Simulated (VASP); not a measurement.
# Re (Fd-3m) in VASP: a series of runs

Re is run at these levels: PBEsol; tasks: single point.

Everything below comes from runs of VASP 6.6.1. Logs are shortened: lines on timing, memory, paths and dates and some standing lists are left out, and cuts for length are marked.

## (1) The cell of the first run

Symmetry: Fd-3m, No. 227, cubic system. Conventional cell: a = 5.442 Å, b = 5.442 Å, c = 5.442 Å, α = 90.00°, β = 90.00°, γ = 90.00°. Re (site symmetry -43m) has 4 Re at 2.36 Å within 3.1 Å.

This isn't the form of Re at room conditions, which is hcp.

## (2) Single point, PBEsol (20.14 Å³/atom)

The input, INCAR:

```
SYSTEM = Re
  PREC = Accurate
  ENCUT = 520
  EDIFF = 1E-6
  ISMEAR = -1
  SIGMA = 0.1
  LREAL = .FALSE.
  LASPH = .TRUE.
  NELM = 80
  ALGO = Normal
  ISIF = 2
  LWAVE = .FALSE.
  LCHARG = .FALSE.
  GGA = PS
  NBANDS = 14
```

The input, KPOINTS:

```
Automatic mesh
0
G
  11 11 11
  0 0 0
```

The input, POSCAR:

```
Re
1.0
    0.0000000000      2.7208362390      2.7208362390
    2.7208362390      0.0000000000      2.7208362390
    2.7208362390      2.7208362390      0.0000000000
Re
2
Direct
    0.1250000000      0.1250000000      0.1250000000
    0.8750000000      0.8750000000      0.8750000000
```

Potentials or basis: VASP PAW PBE potentials, release 64 (Re).

Run with:

```sh
$ cat potpaw_PBE.64/Re/POTCAR > POTCAR
$ mpirun -np 1 vasp_std > vasp.out
```

OUTCAR:

```text
SYSTEM = Re
   PREC = Accurate
   ENCUT = 520
   EDIFF = 1E-6
   ISMEAR = -1
   LREAL = .FALSE.
   LASPH = .TRUE.
   NELM = 80
   ISIF = 2
   GGA = PS

 ion  position               nearest neighbor table
   1  0.125  0.125  0.125-   2 2.36   2 2.36   2 2.36   2 2.36
   2  0.875  0.875  0.875-   1 2.36   1 2.36   1 2.36   1 2.36

  LATTYP: Found a face centered cubic cell.
 ALAT       =     5.4416724780

  Lattice vectors:

 A1 = (   0.0000000000,   2.7208362390,   2.7208362390)
 A2 = (   2.7208362390,   0.0000000000,   2.7208362390)
 A3 = (   2.7208362390,   2.7208362390,   0.0000000000)

Analysis of symmetry for initial positions (statically):
=====================================================================
 Subroutine PRICEL returns:
 Original cell was already a primitive cell.

 Routine SETGRP: Setting up the symmetry group for a
 face centered cubic supercell.

 Subroutine GETGRP returns: Found 48 space group operations
 (whereof 12 operations were pure point group operations)
 out of a pool of 48 trial point group operations.

The static configuration has the point symmetry D_3d.
 The point group associated with its full space group is O_h .

Analysis of symmetry for dynamics (positions and initial velocities):
=====================================================================
 Subroutine PRICEL returns:
 Original cell was already a primitive cell.

 Routine SETGRP: Setting up the symmetry group for a
 face centered cubic supercell.

 Subroutine GETGRP returns: Found 48 space group operations
 (whereof 12 operations were pure point group operations)
 out of a pool of 48 trial point group operations.

The dynamic configuration has the point symmetry D_3d.
 The point group associated with its full space group is O_h .

 Subroutine INISYM returns: Found 48 space group operations
 (whereof 12 operations are pure point group operations),
 and found     1 'primitive' translations

----------------------------------------------------------------------------------------

                                     Primitive cell

  volume of cell :      40.2844

  direct lattice vectors                    reciprocal lattice vectors
     0.000000000  2.720836239  2.720836239    -0.183767032  0.183767032  0.183767032
     2.720836239  0.000000000  2.720836239     0.183767032 -0.183767032  0.183767032
     2.720836239  2.720836239  0.000000000     0.183767032  0.183767032 -0.183767032

  length of vectors
     3.847843510  3.847843510  3.847843510     0.318293836  0.318293836  0.318293836

  position of ions in fractional coordinates (direct lattice)
     0.125000000  0.125000000  0.125000000
     0.875000000  0.875000000  0.875000000

  ion indices of the primitive-cell ions
   primitive index   ion index
                 1           1
                 2           2

----------------------------------------------------------------------------------------

 KPOINTS: Automatic mesh

Automatic generation of k-mesh.
 Grid dimensions read from file:
 generate k-points for:   11   11   11

 Generating k-lattice:

  Cartesian coordinates                     Fractional coordinates (reciprocal lattice)
    -0.016706094  0.016706094  0.016706094     0.090909091  0.000000000  0.000000000
     0.016706094 -0.016706094  0.016706094     0.000000000  0.090909091  0.000000000
     0.016706094  0.016706094 -0.016706094     0.000000000  0.000000000  0.090909091

  Length of vectors
     0.028935803  0.028935803  0.028935803

  Shift w.r.t. Gamma in fractional coordinates (k-lattice)
     0.000000000  0.000000000  0.000000000

 Subroutine IBZKPT returns following result:
 ===========================================

 Found     56 irreducible k-points:

 Following reciprocal coordinates:
            Coordinates               Weight
  0.000000  0.000000  0.000000      1.000000
  0.090909  0.000000  0.000000      8.000000
  0.181818  0.000000  0.000000      8.000000
  0.272727  0.000000  0.000000      8.000000
  0.363636  0.000000  0.000000      8.000000
  0.454545  0.000000  0.000000      8.000000
[... 16 lines left out ...]
 -0.272727  0.181818  0.000000     24.000000
 -0.181818  0.181818  0.000000     12.000000
 [... further k-points ...]
   k-points           NKPTS =     56   k-points in BZ     NKDIM =     56   number of bands    NBANDS=     14
   number of dos      NEDOS =    301   number of ions     NIONS =      2
   total plane-waves  NPLWV =  27000
   dimension x,y,z NGX =    30 NGY =   30 NGZ =   30
   dimension x,y,z NGXF=    60 NGYF=   60 NGZF=   60
   ions per type =               2
   NGX,Y,Z   is equivalent  to a cutoff of  12.96, 12.96, 12.96 a.u.
   NGXF,Y,Z  is equivalent  to a cutoff of  25.92, 25.92, 25.92 a.u.
 SYSTEM =  Re
   PREC   = accura    normal or accurate (medium, high low for compatibility)
   ISTART =      0    job   : 0-new  1-cont  2-samecut
   ICHARG =      2    charge: 1-file 2-atom 10-const
   ISPIN  =      1    spin polarized calculation?
   LNONCOLLINEAR =      F non collinear calculations
   LSORBIT =      F    spin-orbit coupling
   LASPH  =      T    aspherical Exc in radial PAW
   ENCUT  =  520.0 eV  38.22 Ry    6.18 a.u.   7.15  7.15  7.15*2*pi/ulx,y,z
   NELM   =     80;   NELMIN=  2; NELMDL= -5     # of ELM steps
   EDIFF  = 0.1E-05   stopping-criterion for ELM
   LREAL  =      F    real-space projection
   EDIFFG = 0.1E-04   stopping-criterion for IOM
   NSW    =      0    number of steps for IOM
   IBRION =     -1    ionic relax: 0-MD 1-quasi-New 2-CG
   NFREE  =      0    steps in history (QN), initial steepest desc. (CG)
   ISIF   =      2    stress and relaxation
   ISYM   =      2    0-nonsym 1-usesym 2-fastsym
   POTIM  = 0.5000    time-step for ionic-motion
   TEBEG  =    0.0;   TEEND  =   0.0 temperature during run
   PSTRESS=    0.0 pullay stress
   NELECT =      14.0000    total number of electrons
   NUPDOWN=      -1.0000    fix difference up-down
   EMIN   =  10.00;   EMAX   =-10.00  energy-range for DOS
   EFERMI =   0.00;   METHOD = LEGACY
   ISMEAR =    -1;   SIGMA  =   0.10  broadening in eV -4-tet -1-fermi 0-gaus
   EFERMI_NEDOS =   21; number of points for ismear=-14 and -15
   IALGO  =     38    algorithm
   IMIX   =      4    mixing-type and parameters
     AMIX     =   0.40;   BMIX     =  1.00
     AMIX_MAG =   1.60;   BMIX_MAG =  1.00
  volume/ion in A,a.u.               =      20.14       135.93
  Fermi-wavevector in a.u.,A,eV,Ry     =   1.150991  2.175057 18.024717  1.324779
  Thomas-Fermi vector in A             =   2.287651
   LORBIT       =      0    0 simple, 1 ext, 2 COOP (PROOUT), +10 PAW based schemes
   GGA     = PS    functional components
   LHFCALC =     F    Hartree Fock is set to
   AEXX    =    0.0000 exact exchange contribution
   IVDW    =     0    specifies the selected vdW correction
   LEPSILON=     F    determine dielectric tensor
   LRPA    =     F    only Hartree local field effects (RPA)
 non-spin polarized calculation
  energy-cutoff  :      520.00
  volume of cell :       40.28
 maximum number of plane-waves:      1098
 NGX is ok and might be reduce to    30
   NGX = 15   NGY = 15   NGZ = 15

 number of electron      14.0000002 magnetization

 Free energy of the ion-electron system (eV)
  ---------------------------------------------------
  ext. energy  EPLUGINS =         0.00000000
  ---------------------------------------------------
  free energy    TOTEN  =       -23.11221842 eV

  energy without entropy =      -23.07640605  energy(sigma->0) =      -23.09431223

 E-fermi :   4.2849     XC(G=0): -11.6865

 val. band max:        4.1674006381   @ k =  -0.4545   0.4545   0.0000
 cond. band min:       4.2972288899   @ k =  -0.3636   0.4545   0.1818
 fundamental gap:      0.1298282518
 Fermi energy:         4.2849116640

 k-point     1 :       0.0000    0.0000    0.0000
  band No.  band energies     occupation
      1      -3.1372      2.00000
      2       0.7460      2.00000
      3       0.7460      2.00000
      4       1.8057      2.00000
      5       1.8057      2.00000
      6       1.8057      2.00000
      7       4.9927      0.00169
      8       4.9927      0.00169
      9       4.9927      0.00169
     10       9.0655      0.00000
     11       9.0655      0.00000
     12      15.8193      0.00000
     13      16.4786      0.00000
     14      17.4495      0.00000

 k-point     2 :       0.0909    0.0000    0.0000
  band No.  band energies     occupation
      1      -2.9668      2.00000
      2       0.6623      2.00000
      3       0.6623      2.00000
      4       1.7767      2.00000
      5       1.9656      2.00000
      6       1.9656      2.00000
      7       4.7341      0.02214
      8       4.9608      0.00232
      9       4.9608      0.00232
     10       9.0399      0.00000
     11       9.0399      0.00000
     12      15.3911      0.00000
     13      16.6817      0.00000
     14      17.5395      0.00000

 k-point     3 :       0.1818    0.0000    0.0000
  band No.  band energies     occupation
      1      -2.4801      2.00000
      2       0.5574      2.00000
      3       0.5574      2.00000
      4       1.7064      2.00000
      5       2.2195      2.00000
      6       2.2195      2.00000
      7       4.1110      1.70106
      8       4.9577      0.00239
      9       4.9577      0.00239
     10       8.9485      0.00000
     11       8.9485      0.00000
     12      14.8180      0.00000
     13      15.3919      0.00000
     14      17.6774      0.00000

 k-point     4 :       0.2727    0.0000    0.0000
  band No.  band energies     occupation
      1      -1.7591      2.00000
      2       0.5697      2.00000
      3       0.5697      2.00000
      4       1.6020      2.00000
      5       2.2440      2.00000
      6       2.2440      2.00000
      7       3.4642      1.99945
      8       5.1920      0.00023
      9       5.1920      0.00023
     10       8.7547      0.00000
     11       8.7547      0.00000
     12      12.6497      0.00000
     13      14.7701      0.00000
     14      17.0665      0.00000

 k-point     5 :       0.3636    0.0000    0.0000
  band No.  band energies     occupation
      1      -0.9646      2.00000
      2       0.7323      2.00000
      3       0.7323      2.00000
      4       1.3619      2.00000
      5       1.9698      2.00000
      6       1.9698      2.00000
      7       3.1882      1.99997
      8       5.6947      0.00000
      9       5.6947      0.00000
     10       8.4372      0.00000
     11       8.4372      0.00000
[... 276 lines left out ...]
 k-point    22 :      -0.3636    0.1818    0.0000
  band No.  band energies     occupation
      1      -0.2396      2.00000
      2       0.5518      2.00000
      3       0.5653      2.00000
      4       0.9625      2.00000
      5       1.9668      2.00000
      6       2.7014      2.00000
      7       4.1555      1.56974
      8       4.9668      0.00218
      9       6.1415      0.00000
     10       7.2288      0.00000
     11       8.9502      0.00000
     12       9.4616      0.00000
     13      12.7578      0.00000
     14      14.6098      0.00000

 k-point    23 :      -0.2727    0.1818    0.0000
  band No.  band energies     occupation
      1      -0.7878      2.00000
      2       0.3082      2.00000
      3       0.8557      2.00000
      4       1.0072      2.00000
      5       1.8816      2.00000
      6       3.0600      1.99999
      7       3.9717      1.91637
      8       4.4794      0.25025
      9       6.1195      0.00000
     10       7.1210      0.00000
     11       9.2983      0.00000
     12      11.1605      0.00000
     13      13.0082      0.00000
     14      15.8118      0.00000

 k-point    24 :      -0.1818    0.1818    0.0000
  band No.  band energies     occupation
      1      -1.5021      2.00000
      2       0.2163      2.00000
      3       0.9020      2.00000
      4       1.2953      2.00000
      5       1.9374      2.00000
      6       3.0081      1.99999
      7       3.8419      1.97644
      8       4.4210      0.40807
      9       5.6211      0.00000
     10       7.7555      0.00000
     11       9.3741      0.00000
     12      13.2337      0.00000
     13      13.7691      0.00000
     14      15.5255      0.00000

 [... further k-points ...]

------------------------ aborting loop because EDIFF is reached ----------------------------------------

  FORCE on cell =-STRESS in cart. coord.  units (eV):
  Direction    XX          YY          ZZ          XY          YZ          ZX
  --------------------------------------------------------------------------------------
  -------------------------------------------------------------------------------------
  Total        4.0998103      4.0998103      4.0998103      0.0000000      0.0000000      0.0000000
  in kB      163.0561329    163.0561329    163.0561329      0.0000000      0.0000000      0.0000000
  external PRESSURE =     163.0561329 kB  Pullay stress =       0.0000000 kB

 VOLUME and BASIS-vectors are now :
 -----------------------------------------------------------------------------
  energy-cutoff  :      520.00
  volume of cell :       40.28
      direct lattice vectors                 reciprocal lattice vectors
     0.000000000  2.720836239  2.720836239    -0.183767032  0.183767032  0.183767032
     2.720836239  0.000000000  2.720836239     0.183767032 -0.183767032  0.183767032
     2.720836239  2.720836239  0.000000000     0.183767032  0.183767032 -0.183767032

 POSITION                                       TOTAL-FORCE (eV/Angst)
 -----------------------------------------------------------------------------------
      0.68021      0.68021      0.68021         0.000000     -0.000000     -0.000000
      4.76146      4.76146      4.76146        -0.000000      0.000000      0.000000
 -----------------------------------------------------------------------------------
    total drift:                               -0.000000      0.000000      0.000000

  FREE ENERGIE OF THE ION-ELECTRON SYSTEM (eV)
  ---------------------------------------------------
  free  energy   TOTEN  =       -23.1122184156 eV

  energy  without entropy=      -23.0764060466  energy(sigma->0) =      -23.09431223
```

It took 45 s on 1 thread of Intel Xeon Platinum 8259CL at 2.50GHz (Skylake/Cascade Lake), shared host; peak memory 0.18 GiB.

Results:

- Free energy: -23.1122 eV
- Pressure: 16.3 GPa
- Band gap on the k mesh: zero (bands 7 and 8 overlap by 1.25 eV)

Caveat: the cell stands under pressure; the PAW data sets were made with another functional, which shifts forces and pressure a little; spin-orbit coupling is left out, which moves the levels of the heavy elements.

(Part 1 of 2 ends here.)
